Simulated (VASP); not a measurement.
A run of VASP 6.6.1 is set up as follows.

INCAR

```
SYSTEM = PbS
PREC = Accurate
ENCUT = 520
EDIFF = 1E-7
ISMEAR = -1
SIGMA = 0.01
LREAL = .False.
LASPH = .True.
NELM = 60
ALGO = Normal
ISIF = 2
LWAVE = .False.
LCHARG = .False.
GGA = PS
NBANDS = 28
```

The input KPOINTS:

```
Automatic mesh
0
Gamma
  7 7 3
  0 0 0
```

File POSCAR:

```
PbS
1.0
    2.9306654784     -2.8903009309      0.0000000000
    2.9306654784      2.8903009309      0.0000000000
   -1.0764377657      0.0000000000     11.6701282025
Pb S
2 2
Direct
    0.7756000000      0.7756000000      0.6363800000
    0.2244000000      0.2244000000      0.3636200000
    0.2684000000      0.2684000000      0.5986000000
    0.7316000000      0.7316000000      0.4014000000
```

Potentials or basis: VASP PAW PBE potentials, release 64 (Pb_d, S).

Run with:

```console
$ cat potpaw_PBE.64/Pb_d/POTCAR potpaw_PBE.64/S/POTCAR > POTCAR
$ mpirun -np 1 vasp_std > vasp.out
```

Q: What does it give for the band gap on the k mesh?

A: 1.26 eV, direct.

Q: What does it give for the largest force?

A: 0.608 eV/Å.

Forces in eV/Å, atoms in the order of the input:
```
Pb  -0.001  0.000 -0.608
Pb   0.001  0.000  0.608
S   -0.004  0.000 -0.174
S    0.004  0.000  0.174
```

Caveat: the PAW data sets were made with another functional, which shifts forces and pressure a little; spin-orbit coupling is left out, which moves the levels of the heavy elements.
